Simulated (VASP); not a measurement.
Set up this calculation in VASP 6.6.1, as the native input.

- Task: single point
- Functional: PBE
- Potentials or basis: VASP PAW PBE potentials, release 64 (K_sv, Na_pv, H, Cl)
- Cutoff: 520 eV
- k mesh: 4 × 4 × 2
- Occupations: gaussian, width 0.1 eV
- Spin: no spin polarisation
- Dipole correction: no
- Further INCAR settings: ALGO = Normal; EDIFF = 1e-07; NBANDS = 34

The structure of KNaHCl lies in POSCAR:

```
KNaHCl
1.0
    4.4787224458      0.0000000000      0.0000000000
    0.0000000000      4.4787224458      0.0000000000
    0.0000000000      0.0000000000      9.7820682656
K Na H Cl
2 2 2 2
Direct
    0.0000000000      0.5000000000      0.3291286396
    0.5000000000      1.0000000000      0.6708713604
    0.0000000000      0.5000000000      0.9399045151
    0.5000000000      0.0000000000      0.0600954849
    0.0000000000      0.0000000000      0.0000000000
    0.5000000000      0.5000000000      0.0000000000
    0.0000000000      0.5000000000      0.6539373448
    0.5000000000      0.0000000000      0.3460626552
```

The input as run:

INCAR

```
SYSTEM = KNaHCl
ALGO = Normal ; EDIFF = 1E-7
ENCUT = 520 ; GGA = PE
ISIF = 2 ; ISMEAR = 0
LASPH = .TRUE. ; LCHARG = .FALSE.
LREAL = .FALSE. ; LWAVE = .FALSE.
NBANDS = 34 ; NELM = 100
PREC = Accurate ; SIGMA = 0.1
```

KPOINTS

```
k-points
0
G
  4 4 2
  0 0 0
```

Potentials or basis: VASP PAW PBE potentials, release 64 (K_sv, Na_pv, H, Cl).

The run is started by

```sh
$ cat potpaw_PBE.64/K_sv/POTCAR potpaw_PBE.64/Na_pv/POTCAR potpaw_PBE.64/H/POTCAR potpaw_PBE.64/Cl/POTCAR > POTCAR
$ mpirun -np 1 vasp_std > vasp.out
```

It gave:

```json
{
 "Pressure": "0.0 GPa",
 "Largest force": "0.003 eV/Å",
 "Band gap on the k mesh": "2.04 eV"
}
```

Wall time 56 s on 1 thread of AMD EPYC 9R45 96-Core Processor (Zen 5), with other jobs on the host, peak memory 0.32 GiB.
